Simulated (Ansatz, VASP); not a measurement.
**Au in VASP and in Ansatz**

The input INCAR:

```
SYSTEM = Au
  PREC = Accurate
  ENCUT = 600
  EDIFF = 1E-7
  ISMEAR = -1
  SIGMA = 0.05
  LREAL = .FALSE.
  LASPH = .TRUE.
  NELM = 80
  ALGO = Normal
  ISIF = 3
  LWAVE = .FALSE.
  LCHARG = .FALSE.
  GGA = PE
  IBRION = 2
  NSW = 45
  EDIFFG = -0.005
```

Contents of KPOINTS:

```
Automatic mesh
0
G
  18 18 18
  0 0 0
```

The input POSCAR:

```
Au
1.0
   -1.6508035344      1.6508035344      1.6508035344
    1.6508035344     -1.6508035344      1.6508035344
    1.6508035344      1.6508035344     -1.6508035344
Au
1
Direct
    0.0000000000      0.0000000000      0.0000000000
```

Input for Ansatz:

```yaml
crystal:
  lattice:
    - [-1.6508035344, 1.6508035344, 1.6508035344]
    - [1.6508035344, -1.6508035344, 1.6508035344]
    - [1.6508035344, 1.6508035344, -1.6508035344]
  atoms:
    - { symbol: Au, position: [0.0, 0.0, 0.0] }
kpoints:
  mp_grid: { grid: [18, 18, 18] }
scf:
  occupations: { method: fermi_dirac, width: 0.05 }
hamiltonian:
  xc: pbe
  pseudopotentials: { kind: all_electron, lapw: { basis_error: 0.0005 } }
output:
  forces: true
  stress: true
  eigenvalues: true
  populations: true
relax:
  f_tol: 0.005
  max_steps: 25
  cell: {}
```

Alike in both runs: task relaxation of cell and atoms; functional PBE; k mesh 18 × 18 × 18; occupations fermi-dirac, width 0.05 eV; no spin polarisation.

|  | VASP | Ansatz |
| --- | --- | --- |
| version | VASP 6.6.1 | Ansatz 0.2.0 |
| potentials or method | VASP PAW PBE potentials, release 64 (Au), cutoff 600 eV | all-electron LAPW, scalar-relativistic |

```tsv
	VASP	Ansatz	Ansatz less VASP
relaxed volume (Å³/atom)	17.97	17.99	+0.020
relaxed length of the cell vector where the two differ most in proportion (Å)	2.858	2.859	+0.0011
```

Ansatz ran all-electron here, and VASP with PAW potentials.

Spin-orbit coupling is off throughout.
